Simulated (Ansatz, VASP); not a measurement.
**ZnSe: VASP beside Ansatz**

File INCAR:

```
PREC = Accurate ; ENCUT = 520
EDIFF = 1E-7 ; ISMEAR = -1
SIGMA = 0.1 ; LREAL = False
LASPH = True ; NELM = 60
ALGO = Normal ; ISIF = 2
LWAVE = False ; LCHARG = True
GGA = PE ; LELF = True
LVHAR = True ; NBANDS = 16
```

File KPOINTS:

```
regular mesh
0
Gamma
  15 15 15
```

File POSCAR:

```
ZnSe
1.0
    0.0000000000      2.3829819578      2.3829819578
    2.3829819578      0.0000000000      2.3829819578
    2.3829819578      2.3829819578      0.0000000000
Zn Se
1 1
Direct
    0.0000000000      0.0000000000      0.0000000000
    0.5000000000      0.5000000000      0.5000000000
```

Input for Ansatz:

```yaml
crystal:
  lattice:
    - [0.0, 2.3829819578, 2.3829819578]
    - [2.3829819578, 0.0, 2.3829819578]
    - [2.3829819578, 2.3829819578, 0.0]
  atoms:
    - { symbol: Zn, position: [0.0, 0.0, 0.0] }
    - { symbol: Se, position: [0.5, 0.5, 0.5] }
kpoints:
  mp_grid: { grid: [15, 15, 15] }
scf:
  occupations: { method: fermi_dirac, width: 0.1 }
hamiltonian:
  xc: pbe
  pseudopotentials: { kind: paw }
output:
  forces: true
  stress: true
  eigenvalues: true
  write_density: true
  write_potential: true
  elf: true
  volumetric_format: npy
```

Change from the starting cell: volume scaled by 0.7, to set the pressure.

Alike in both runs: task single point; functional PBE; k mesh 15 × 15 × 15; occupations fermi-dirac, width 0.1 eV; no spin polarisation.

|  | VASP | Ansatz |
| --- | --- | --- |
| version | VASP 6.6.1 | Ansatz 0.2.0 |
| potentials or method | VASP PAW PBE potentials, release 64 (Zn, Se) | PAW with Ansatz's default frozen-core files, scalar-relativistic |
| plane-wave cutoff (eV) | 520 | 420 |
| valence electrons in the cell | 18 | 28 |

Ansatz gave:

| Item | Value |
| --- | --- |
| pressure (GPa) | 57.0 |

Question: Which values does VASP return?

Answer: Pressure (GPa): 58.1.

Both programs put the cell under a high pressure, so it lies far from rest at this level. VASP's potentials hold 18 valence electrons a cell and Ansatz's 28, so a difference there can come from the potentials and not from the codes.
